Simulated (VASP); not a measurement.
Set up this calculation in VASP 6.6.1, as the native input.

* Task: single point
* Functional: PBE
* Potentials or basis: VASP PAW PBE potentials, release 64 (Ba_sv, Ti_sv, O)
* Cutoff: 520 eV
* k mesh: 8 × 8 × 8
* Occupations: gaussian, width 0.05 eV
* Spin: no spin polarisation
* Dipole correction: no
* Further INCAR settings: ALGO = Normal; EDIFF = 1e-06; NBANDS = 28

The structure of BaTiO3 lies in POSCAR:

```
BaTiO3
1.0
    3.6976933126      0.0000000000      0.0000000000
    0.0000000000      3.6976933126      0.0000000000
    0.0000000000      0.0000000000      4.0192813204
Ba Ti O
1 1 3
Direct
    0.0000000000      0.0000000000      0.0000000000
    0.5000000000      0.5000000000      0.5000000000
    0.5000000000      0.5000000000      0.0000000000
    0.5000000000      0.0000000000      0.5000000000
    0.0000000000      0.5000000000      0.5000000000
```

This cell differs from its parent crystal: strain -0.080 along x and y, +0.000 along z.

The input as run:

INCAR

```
ALGO     = Normal         # electronic algorithm
EDIFF    = 1E-6           # SCF threshold, eV
ENCUT    = 520            # plane-wave cutoff, eV
GGA      = PE             # functional
ISIF     = 2              # what is computed and relaxed
ISMEAR   = 0              # smearing method
LASPH    = T              # aspherical terms in the spheres
LCHARG   = T              # write CHGCAR
LELF     = T              # ELF
LREAL    = F              # projectors in reciprocal space
LVHAR    = T            
LWAVE    = F              # write WAVECAR
NBANDS   = 28             # bands
NELM     = 80             # most SCF steps
PREC     = Accurate       # precision mode
SIGMA    = 0.05           # smearing width, eV
```

KPOINTS

```
k-points
0
Gamma
  8 8 8
```

Potentials or basis: VASP PAW PBE potentials, release 64 (Ba_sv, Ti_sv, O).

Launch:

```sh
$ cat potpaw_PBE.64/Ba_sv/POTCAR potpaw_PBE.64/Ti_sv/POTCAR potpaw_PBE.64/O/POTCAR > POTCAR
$ mpirun -np 1 vasp_std > vasp.out
```

It gave:

The pressure is 45.2 GPa. The band gap on the k mesh is 1.81 eV, indirect (least direct gap 1.86 eV).

Caveat: the cell differs from its parent crystal (strain -0.080 along x and y, +0.000 along z); spin-orbit coupling is left out, which moves the levels of the heavy elements.

Run time: 68 s on 1 thread of AMD EPYC 9R45 96-Core Processor (Zen 5) (shared host), peak memory 0.21 GiB.
